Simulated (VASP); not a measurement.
Runs of VASP 6.6.1 on TaSi2. The structure is that of space group P6_422 (No. 181), or close to it. The cells are those of the table. 

```tsv
task	level	potentials or basis	cell	k mesh	cutoff (eV)	gap on the mesh (eV)	pressure (GPa)
relaxation of cell and atoms	LDA	VASP PAW LDA potentials, release 64 (Ta_pv, Si)	relaxed from a = 4.784, b = 4.784, c = 6.570 Å, angles 90.0, 90.0, 120.0°, 9 atoms	7 × 7 × 4	600	none	0.0
single point	BLYP	VASP PAW PBE potentials, release 64 (Ta_pv, Si)	a = 4.909, b = 4.909, c = 6.626 Å, angles 90.0, 90.0, 120.0°, 9 atoms	5 × 5 × 3	520	none	(a)
single point	PBEsol	VASP PAW PBE potentials, release 64 (Ta_pv, Si)	a = 4.753, b = 4.753, c = 6.561 Å, angles 90.0, 90.0, 120.0°, 9 atoms	7 × 7 × 4	520	none	0.7
single point	PBEsol	VASP PAW PBE potentials, release 64 (Ta_pv, Si)	a = 4.617, b = 4.617, c = 6.403 Å, angles 90.0, 90.0, 120.0°, 9 atoms	5 × 5 × 3	520	none	20.5
single point	PBEsol	VASP PAW PBE potentials, release 64 (Ta_pv, Si)	a = 4.757, b = 4.757, c = 6.564 Å, angles 90.0, 90.0, 120.0°, 9 atoms	7 × 7 × 4	520	none	0.3
single point	PBEsol	VASP PAW PBE potentials, release 64 (Ta_pv, Si)	a = 4.756, b = 4.756, c = 6.565 Å, angles 90.0, 90.0, 120.0°, 9 atoms	7 × 7 × 4	520	none	0.3
single point	RPBE	VASP PAW PBE potentials, release 64 (Ta_pv, Si)	a = 4.784, b = 4.784, c = 6.570 Å, angles 90.0, 90.0, 120.0°, 9 atoms	7 × 7 × 4	520	none	4.9
```

Alike in all rows: no spin polarisation; smearing fermi-dirac 0.05 eV.

Q: Fill in the values left out.

A: (a) 0.8.

Caveats: spin-orbit coupling is left out, which moves the levels of the heavy elements; the PAW data sets were made with another functional, which shifts forces and pressure a little (some runs).

A k mesh can miss the band edges, and the runs leave out spin-orbit coupling on Ta.

A gap of «none» marks levels without a gap at the run's occupations.
